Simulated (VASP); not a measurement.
Cl, 4 atoms in the cell. The structure is orthorhombic, space group Cmce (No. 64). The conventional cell has a = 6.250 Å, b = 4.014 Å, c = 7.879 Å, α = 90.00°, β = 90.00°, γ = 90.00°. Cl (site symmetry m) has 1 Cl at 2.02 Å within 2.7 Å.  This cell differs from its parent crystal: uniaxial z strain -3.3%.

| Property | Result |
| --- | --- |
| Program | VASP 6.6.1 |
| Task | single point |
| Functional | PBE |
| Potentials or basis | VASP PAW PBE potentials, release 64 (Cl) |
| Cutoff | 520 eV |
| k mesh | 8 × 8 × 4 |
| Occupations | fermi-dirac, width 0.02 eV |
| Spin | no spin polarisation |
| Dipole correction | no |
| Further INCAR settings | ALGO = Normal; EDIFF = 1e-07; NBANDS = 22 |

Potentials or basis: VASP PAW PBE potentials, release 64 (Cl).

The run is started by

```sh
$ cat potpaw_PBE.64/Cl/POTCAR > POTCAR
$ mpirun -np 1 vasp_std > vasp.out
```

Hardware: 1 thread of Intel Xeon 8259CL (shared host).

Problem. How long does it take, and how much memory?

Solution. It took 2.9 min on 1 thread of Intel Xeon 8259CL, on a shared host, peak memory 0.25 GiB. Counts: scf iterations 14, k points 63.
